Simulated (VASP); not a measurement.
**Ru: electric field gradients with PBE**

The system is Ru.

```
CELL_PARAMETERS angstrom
0.00000 1.91500 1.91500
1.91500 0.00000 1.91500
1.91500 1.91500 0.00000
ATOMIC_POSITIONS crystal
Ru 0.00000 0.00000 0.00000
```

- Program: VASP 6.6.1
- Task: electric field gradients
- Functional: PBE
- Potentials or basis: VASP PAW PBE potentials, release 64 (Ru_pv)
- Cutoff: 520 eV
- k mesh: 16 × 16 × 16
- Occupations: fermi-dirac, width 0.05 eV
- Spin: no spin polarisation
- Dipole correction: no
- Further INCAR settings: ALGO = Normal; EDIFF = 1e-08; NBANDS = 13

| Property | Result |
| --- | --- |
| Pressure | -4.6 GPa |
| Band gap on the k mesh | zero (band 7 reaches 14.28 eV, above the bottom of band 8 at 10.87 eV) |

Levels at points of the mesh, in eV from the Fermi level:
```
           k point  band 3  band 4  band 5  band 6  band 7  band 8  band 9  band 10  band 11  band 12
(0.00, 0.00, 0.00)  -42.46   -7.74   -2.49   -2.49   -2.49   -0.16   -0.16    10.54    15.04    20.60
(0.50, 0.00, 0.00)  -42.59   -5.86   -2.60   -2.60    0.97    1.61    1.61     9.63    10.54    14.63
(0.50, 0.50, 0.00)  -42.81   -6.12   -5.66    1.57    2.10    2.10    3.53    10.54    13.21    13.21
```

Run time: 15 s on 1 thread of AMD EPYC 9R45 96-Core Processor (Zen 5), with other jobs on the host, peak memory 0.11 GiB.

Caveat: without QUAD_EFG the Cq values of the log hold for a quadrupole moment of 1 mb, not for the nuclei.
